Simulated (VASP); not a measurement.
A run of VASP 6.6.1 is set up as follows.

File INCAR:

```
SYSTEM = Cs
PREC = Accurate
ENCUT = 520
EDIFF = 1E-6
ISMEAR = -1
SIGMA = 0.1
LREAL = .False.
LASPH = .True.
NELM = 80
ALGO = Normal
ISIF = 2
LWAVE = .False.
LCHARG = .True.
GGA = RE
LELF = .True.
LVHAR = .True.
NBANDS = 20
```

File KPOINTS:

```
Automatic mesh
0
Gamma
  5 5 7
  0 0 0
```

POSCAR

```
Cs
1.0
    9.2020527507      0.0000000000      0.0000000000
   -4.6010263754      7.9692114491      0.0000000000
    0.0000000000      0.0000000000      5.5266195513
Cs
3
Direct
    0.0000000000      0.0000000000      0.0000000000
    0.3333333333      0.6666666667      0.5000000000
    0.6666666667      0.3333333333      0.5000000000
```

Potentials or basis: VASP PAW PBE potentials, release 64 (Cs_sv).

Command:

```console
$ cat potpaw_PBE.64/Cs_sv/POTCAR > POTCAR
$ mpirun -np 1 vasp_std > vasp.out
```

Problem. Predict the pressure.

Solution. -0.1 GPa.

Problem. Predict the band gap on the k mesh.

Solution. Zero (an odd number of electrons rules out a gap without spin polarisation).

Caveat: the PAW data sets were made with another functional, which shifts forces and pressure a little; spin-orbit coupling is left out, which moves the levels of the heavy elements.
